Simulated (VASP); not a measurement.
# LiAl4O (Cmmm) in VASP: notebook

Runs on LiAl4O. Level: PBE. Tasks: relaxation of cell and atoms, single point.

All numbers are computed with VASP 6.6.1; they aren't measurements. Logs are shortened: lines on timing, memory, paths and dates and some standing lists are left out, and cuts for length are marked.

### Step 1. The cell of the first run

It takes space group Cmmm (No. 65, orthorhombic). Conventional cell: a = 4.991 Å, b = 8.391 Å, c = 4.024 Å, α = 90.00°, β = 90.00°, γ = 90.00°. Li (site symmetry mmm) has 8 Al at 2.44 to 2.46 Å within 3.2 Å. Al (site symmetry m2m) has 2 Li at 2.46 Å and 7 Al at 2.46 to 2.85 Å and 3 O at 2.78 to 2.87 Å within 3.2 Å. Within 3.2 Å of Al (site symmetry 2/m) lie 2 Li at 2.44 Å and 6 Al at 2.46 to 2.50 Å and 4 O at 3.16 Å. Within 3.7 Å of O (site symmetry mmm) lie 14 Al at 2.78 to 3.16 Å and 4 Li at 3.21 Å.

### Step 2. Relaxation of cell and atoms, PBE

INCAR reads:

```
PREC = Accurate
ENCUT = 600
EDIFF = 1E-7
ISMEAR = 0
SIGMA = 0.1
LREAL = F
LASPH = T
NELM = 80
ALGO = Normal
ISIF = 3
LWAVE = F
LCHARG = F
GGA = PE
IBRION = 2
NSW = 90
EDIFFG = -0.04
```

KPOINTS reads:

```
regular mesh
0
Gamma
  4 4 4
```

POSCAR reads:

```
LiAl4O
1.0
    2.4954046200     -4.1954064600      0.0000000000
    2.4954046200      4.1954064600      0.0000000000
    0.0000000000      0.0000000000      4.0244327700
Li Al O
1 4 1
Direct
    0.0000000000      0.0000000000      0.5000000000
    0.1683408000      0.8316592000      0.0000000000
    0.8316592000      0.1683408000      0.0000000000
    0.0000000000      0.5000000000      0.5000000000
    0.5000000000      0.0000000000      0.5000000000
    0.5000000000      0.5000000000      0.0000000000
```

Potentials or basis: VASP PAW PBE potentials, release 64 (Li_sv, Al, O).

Launch:

```bash
cat potpaw_PBE.64/Li_sv/POTCAR potpaw_PBE.64/Al/POTCAR potpaw_PBE.64/O/POTCAR > POTCAR
mpirun -np 1 vasp_std > vasp.out
```

OUTCAR:

```text
PREC = Accurate
   ENCUT = 600
   EDIFF = 1E-7
   ISMEAR = 0
   LREAL = F
   LASPH = T
   NELM = 80
   ISIF = 3
   GGA = PE
   IBRION = 2
   NSW = 90
   EDIFFG = -0.04

 ion  position               nearest neighbor table
   1  0.000  0.000  0.500-   4 2.44   5 2.44   4 2.44   5 2.44   2 2.46   3 2.46   2 2.46   3 2.46

   2  0.168  0.832  0.000-   1 2.46   1 2.46   5 2.46   4 2.46   4 2.46   5 2.46   3 2.83   3 2.85
                             3 2.85
   3  0.832  0.168  0.000-   1 2.46   1 2.46   5 2.46   4 2.46   4 2.46   5 2.46   2 2.83   2 2.85
                             2 2.85
   4  0.000  0.500  0.500-   1 2.44   1 2.44   3 2.46   2 2.46   3 2.46   2 2.46   5 2.50   5 2.50

   5  0.500  0.000  0.500-   1 2.44   1 2.44   3 2.46   2 2.46   3 2.46   2 2.46   4 2.50   4 2.50

   6  0.500  0.500  0.000-

  LATTYP: Found a base centered orthorhombic cell.
 ALAT       =     4.9908092400
 B/A-ratio  =     1.6812529825
 C/A-ratio  =     0.8063687824

  Lattice vectors:

 A1 = (   2.4954046200,  -4.1954064600,   0.0000000000)
 A2 = (   2.4954046200,   4.1954064600,   0.0000000000)
 A3 = (   0.0000000000,   0.0000000000,   4.0244327700)

Analysis of symmetry for initial positions (statically):
=====================================================================
 Subroutine PRICEL returns:
 Original cell was already a primitive cell.

 Routine SETGRP: Setting up the symmetry group for a
 base centered orthorhombic supercell.

 Subroutine GETGRP returns: Found  8 space group operations
 (whereof  8 operations were pure point group operations)
 out of a pool of  8 trial point group operations.

The static configuration has the point symmetry D_2h.

Analysis of symmetry for dynamics (positions and initial velocities):
=====================================================================
 Subroutine PRICEL returns:
 Original cell was already a primitive cell.

 Routine SETGRP: Setting up the symmetry group for a
 base centered orthorhombic supercell.

 Subroutine GETGRP returns: Found  8 space group operations
 (whereof  8 operations were pure point group operations)
 out of a pool of  8 trial point group operations.

The dynamic configuration has the point symmetry D_2h.

 Subroutine INISYM returns: Found  8 space group operations
 (whereof  8 operations are pure point group operations),
 and found     1 'primitive' translations

----------------------------------------------------------------------------------------

                                     Primitive cell

  volume of cell :      84.2655

  direct lattice vectors                    reciprocal lattice vectors
     2.495404620 -4.195406460  0.000000000     0.200368307 -0.119177964  0.000000000
     2.495404620  4.195406460  0.000000000     0.200368307  0.119177964  0.000000000
     0.000000000  0.000000000  4.024432770     0.000000000  0.000000000  0.248482223

  length of vectors
     4.881442367  4.881442367  4.024432770     0.233132678  0.233132678  0.248482223

  position of ions in fractional coordinates (direct lattice)
     0.000000000  0.000000000  0.500000000
     0.168340800  0.831659200  0.000000000
     0.831659200  0.168340800  0.000000000
     0.000000000  0.500000000  0.500000000
     0.500000000  0.000000000  0.500000000
     0.500000000  0.500000000  0.000000000

  ion indices of the primitive-cell ions
   primitive index   ion index
                 1           1
                 2           2
                 3           3
                 4           4
                 5           5
                 6           6

----------------------------------------------------------------------------------------

 KPOINTS: regular mesh

Automatic generation of k-mesh.
 Grid dimensions read from file:
 generate k-points for:    4    4    4

 Generating k-lattice:

  Cartesian coordinates                     Fractional coordinates (reciprocal lattice)
     0.050092077 -0.029794491  0.000000000     0.250000000  0.000000000  0.000000000
     0.050092077  0.029794491  0.000000000     0.000000000  0.250000000  0.000000000
     0.000000000  0.000000000  0.062120556     0.000000000  0.000000000  0.250000000

  Length of vectors
     0.058283170  0.058283170  0.062120556

  Shift w.r.t. Gamma in fractional coordinates (k-lattice)
     0.000000000  0.000000000  0.000000000

 Subroutine IBZKPT returns following result:
 ===========================================

 Found     21 irreducible k-points:

 Following reciprocal coordinates:
            Coordinates               Weight
  0.000000  0.000000  0.000000      1.000000
  0.250000  0.000000  0.000000      4.000000
  0.500000  0.000000  0.000000      2.000000
  0.250000  0.250000  0.000000      2.000000
  0.500000  0.250000  0.000000      4.000000
 -0.250000  0.250000  0.000000      2.000000
[... 13 lines left out ...]
 -0.250000  0.250000  0.500000      2.000000
  0.500000  0.500000  0.500000      1.000000
   k-points           NKPTS =     21   k-points in BZ     NKDIM =     21   number of bands    NBANDS=     14
   number of dos      NEDOS =    301   number of ions     NIONS =      6
   total plane-waves  NPLWV =  51200
   dimension x,y,z NGX =    40 NGY =   40 NGZ =   32
   dimension x,y,z NGXF=    80 NGYF=   80 NGZF=   64
   ions per type =               1   4   1
   NGX,Y,Z   is equivalent  to a cutoff of  13.62, 13.62, 13.22 a.u.
   NGXF,Y,Z  is equivalent  to a cutoff of  27.25, 27.25, 26.44 a.u.
 SYSTEM =  unknown system
   PREC   = accura    normal or accurate (medium, high low for compatibility)
   ISTART =      0    job   : 0-new  1-cont  2-samecut
   ICHARG =      2    charge: 1-file 2-atom 10-const
   ISPIN  =      1    spin polarized calculation?
   LNONCOLLINEAR =      F non collinear calculations
   LSORBIT =      F    spin-orbit coupling
   LASPH  =      T    aspherical Exc in radial PAW
   ENCUT  =  600.0 eV  44.10 Ry    6.64 a.u.   9.75  9.75  8.04*2*pi/ulx,y,z
   NELM   =     80;   NELMIN=  2; NELMDL= -5     # of ELM steps
   EDIFF  = 0.1E-06   stopping-criterion for ELM
   LREAL  =      F    real-space projection
   EDIFFG = -.4E-01   stopping-criterion for IOM
   NSW    =     90    number of steps for IOM
   IBRION =      2    ionic relax: 0-MD 1-quasi-New 2-CG
   NFREE  =      1    steps in history (QN), initial steepest desc. (CG)
   ISIF   =      3    stress and relaxation
   ISYM   =      2    0-nonsym 1-usesym 2-fastsym
   POTIM  = 0.5000    time-step for ionic-motion
   TEBEG  =    0.0;   TEEND  =   0.0 temperature during run
   PSTRESS=    0.0 pullay stress
   NELECT =      21.0000    total number of electrons
   NUPDOWN=      -1.0000    fix difference up-down
   EMIN   =  10.00;   EMAX   =-10.00  energy-range for DOS
   EFERMI =   0.00;   METHOD = LEGACY
   ISMEAR =     0;   SIGMA  =   0.10  broadening in eV -4-tet -1-fermi 0-gaus
   EFERMI_NEDOS =   21; number of points for ismear=-14 and -15
   IALGO  =     38    algorithm
   IMIX   =      4    mixing-type and parameters
     AMIX     =   0.40;   BMIX     =  1.00
     AMIX_MAG =   1.60;   BMIX_MAG =  1.00
  volume/ion in A,a.u.               =      14.04        94.78
  Fermi-wavevector in a.u.,A,eV,Ry     =   1.030223  1.946840 14.440680  1.061360
  Thomas-Fermi vector in A             =   2.164311
   LORBIT       =      0    0 simple, 1 ext, 2 COOP (PROOUT), +10 PAW based schemes
   GGA     = PE    functional components
   LHFCALC =     F    Hartree Fock is set to
   AEXX    =    0.0000 exact exchange contribution
   IVDW    =     0    specifies the selected vdW correction
   LEPSILON=     F    determine dielectric tensor
   LRPA    =     F    only Hartree local field effects (RPA)
 conjugate gradient relaxation of ions
 non-spin polarized calculation
 Gauss-broadening in eV      SIGMA  =   0.10
  energy-cutoff  :      600.00
  volume of cell :       84.27
 maximum number of plane-waves:      2832
 NGX is ok and might be reduce to    40
   NGX = 19   NGY = 19   NGZ = 17

--------------------------------------- Ionic step        1  -------------------------------------------

 number of electron      21.0000007 magnetization

 Free energy of the ion-electron system (eV)
  ---------------------------------------------------
  ext. energy  EPLUGINS =         0.00000000
  ---------------------------------------------------
  free energy    TOTEN  =       -18.68448229 eV

  energy without entropy =      -18.66889214  energy(sigma->0) =      -18.67668721

------------------------ aborting loop because EDIFF is reached ----------------------------------------

  FORCE on cell =-STRESS in cart. coord.  units (eV):
  Direction    XX          YY          ZZ          XY          YZ          ZX
  --------------------------------------------------------------------------------------
  -------------------------------------------------------------------------------------
  Total        9.9411201      3.6722582     17.3367161      0.0000000      0.0000000      0.0000000
  in kB      189.0149758     69.8222920    329.6307578      0.0000000      0.0000000      0.0000000
  external PRESSURE =     196.1560085 kB  Pullay stress =       0.0000000 kB
[... 101 lines left out ...]
  FREE ENERGIE OF THE ION-ELECTRON SYSTEM (eV)
  ---------------------------------------------------
  free  energy   TOTEN  =       -19.9334809222 eV

  energy  without entropy=      -19.9178022194  energy(sigma->0) =      -19.92564157

 E-fermi :   6.5490     XC(G=0): -10.0270

 val. band max:        6.5486189620   @ k =   0.5000   0.2500   0.0000
 cond. band min:       6.5945687222   @ k =   0.2500   0.2500   0.0000
 fundamental gap:      0.0459497602
 Fermi energy:         6.5490215400

 k-point     1 :       0.0000    0.0000    0.0000
  band No.  band energies     occupation
      1     -39.1753      2.00000
      2     -11.9497      2.00000
      3      -2.1333      2.00000
      4       0.2907      2.00000
      5       1.4238      2.00000
      6       2.6859      2.00000
      7       3.1914      2.00000
      8       4.3415      2.00000
      9       4.6114      2.00000
     10       5.1162      2.00000
     11       5.7098      2.00000
     12       9.3591      0.00000
     13       9.3816      0.00000
     14       9.6528      0.00000
[... 324 lines left out ...]
 k-point    21 :       0.5000    0.5000    0.5000
  band No.  band energies     occupation
      1     -39.1728      2.00000
      2     -11.8202      2.00000
      3      -0.8135      2.00000
      4       0.9913      2.00000
      5       1.0270      2.00000
      6       1.0561      2.00000
      7       1.8240      2.00000
      8       1.8865      2.00000
      9       3.3357      2.00000
     10       5.4680      2.00000
     11       6.3743      1.98652
     12       6.7229      0.01393
     13       9.7808      0.00000
     14      12.6912      0.00000

[... ionic steps 4 to 42 ...]

--------------------------------------- Ionic step       43  -------------------------------------------

 number of electron      21.0000000 magnetization

------------------------ aborting loop because EDIFF is reached ----------------------------------------

  FORCE on cell =-STRESS in cart. coord.  units (eV):
  Direction    XX          YY          ZZ          XY          YZ          ZX
  --------------------------------------------------------------------------------------
  -------------------------------------------------------------------------------------
  Total        0.0889417     -0.3081291      0.1960880      0.0000000      0.0000000      0.0000000
  in kB        1.3388440     -4.6382855      2.9517240      0.0000000      0.0000000      0.0000000
  external PRESSURE =      -0.1159058 kB  Pullay stress =       0.0000000 kB
[... 65 lines left out ...]
  energy  without entropy=      -23.2774382378  energy(sigma->0) =      -23.28080495

--------------------------------------- Ionic step       45  -------------------------------------------

 number of electron      21.0000000 magnetization

 Free energy of the ion-electron system (eV)
  ---------------------------------------------------
  ext. energy  EPLUGINS =         0.00000000
  ---------------------------------------------------
  free energy    TOTEN  =       -23.28426970 eV

  energy without entropy =      -23.27743648  energy(sigma->0) =      -23.28085309

 E-fermi :   4.5082     XC(G=0):  -9.0962

 val. band max:        4.4885931385   @ k =   0.2500   0.2500   0.0000
 cond. band min:       4.5248821763   @ k =  -0.2500   0.2500   0.0000
 fundamental gap:      0.0362890378
 Fermi energy:         4.5082048896

 k-point     1 :       0.0000    0.0000    0.0000
  band No.  band energies     occupation
      1     -41.2563      2.00000
      2     -14.0400      2.00000
      3      -3.2769      2.00000
      4      -2.2784      2.00000
      5       0.4298      2.00000
      6       0.7711      2.00000
      7       0.7974      2.00000
      8       1.6259      2.00000
      9       3.9117      2.00000
     10       3.9499      2.00000
     11       4.2773      1.99891
     12       6.6901      0.00000
     13       6.8864      0.00000
     14       7.0769      0.00000
[... 371 lines left out ...]
  FREE ENERGIE OF THE ION-ELECTRON SYSTEM (eV)
  ---------------------------------------------------
  free  energy   TOTEN  =       -23.2842697020 eV

  energy  without entropy=      -23.2774364787  energy(sigma->0) =      -23.28085309

 reached required accuracy - stopping structural energy minimisation
```

It took 14 min on 1 thread of AMD EPYC 9R45 (Zen 5), shared host; peak memory 0.19 GiB.

Results:

| Quantity | Value |
| --- | --- |
| Free energy | -23.2843 eV |
| Relaxed volume | 17.73 Å³/atom |
| Relaxed cell | a = 4.886 Å, b = 4.886 Å, c = 4.472 Å, α = 90.00°, β = 90.00°, γ = 94.79° |
| Space group after relaxing (to 0.05 Å) | Cmmm (No. 65) |
| Energy gained by relaxing | 766.6 meV/atom |
| Ionic steps | 45 |
| Pressure after relaxing | 0.3 GPa |

Step by step:
```tsv
step	energy change (eV)	largest force (eV/Å)	pressure (GPa)	volume (Å³)
1	0.0000	0.5827	19.62	84.27
3	-1.2490	0.1548	-0.41	103.06
5	-1.2808	0.2626	-0.55	102.72
7	-1.7516	1.8594	1.66	95.21
9	-2.1521	3.9555	6.62	88.57
11	-2.1435	5.0499	12.22	84.74
13	-2.1476	5.0597	12.38	84.66
15	-2.1603	5.0885	13.18	84.30
17	-2.1746	5.0442	14.35	83.84
19	-2.2944	4.7549	13.97	84.14
21	-2.7121	3.6190	12.79	85.36
23	-3.2777	1.7114	13.26	90.16
25	-3.5364	0.0885	9.81	90.68
27	-4.1228	1.8341	-4.37	105.76
29	-4.2510	1.4082	-2.47	103.23
31	-4.4423	1.3569	2.05	103.58
33	-4.5441	0.0793	-0.39	103.45
35	-4.5688	0.2265	0.48	102.31
37	-4.5769	0.0678	0.67	102.83
39	-4.5890	0.0440	-0.19	105.98
41	-4.5933	0.1092	-0.53	106.78
43	-4.5987	0.1400	-0.01	106.44
45	-4.5998	0.0003	0.28	106.38
```

Final structure:
```yaml
crystal:
  lattice:
    - [3.30748, -3.59609, 0.00000]
    - [3.30748, 3.59609, 0.00000]
    - [0.00000, 0.00000, 4.47192]
  atoms:
    - { symbol: Li, position: [0.00000, 0.00000, 0.50000] }
    - { symbol: Al, position: [0.25917, 0.74083, 0.00000] }
    - { symbol: Al, position: [0.74083, 0.25917, 0.00000] }
    - { symbol: Al, position: [0.00000, 0.50000, 0.50000] }
    - { symbol: Al, position: [0.50000, 0.00000, 0.50000] }
    - { symbol: O, position: [0.50000, 0.50000, 0.00000] }
```

Caveat: the k points lie up to 0.35 Å⁻¹ apart in the final cell; the cutoff is under 1.25 times the usual one of these potentials, so pressure, stress and relaxed cells hold a basis-set (Pulay) error; the volume moved by over 15 % at a fixed basis, so the end points are rough; an odd number of electrons without spin polarisation forces a metal; a magnetic or distorted state may lie lower.

(Part 1 of 2 ends here.)
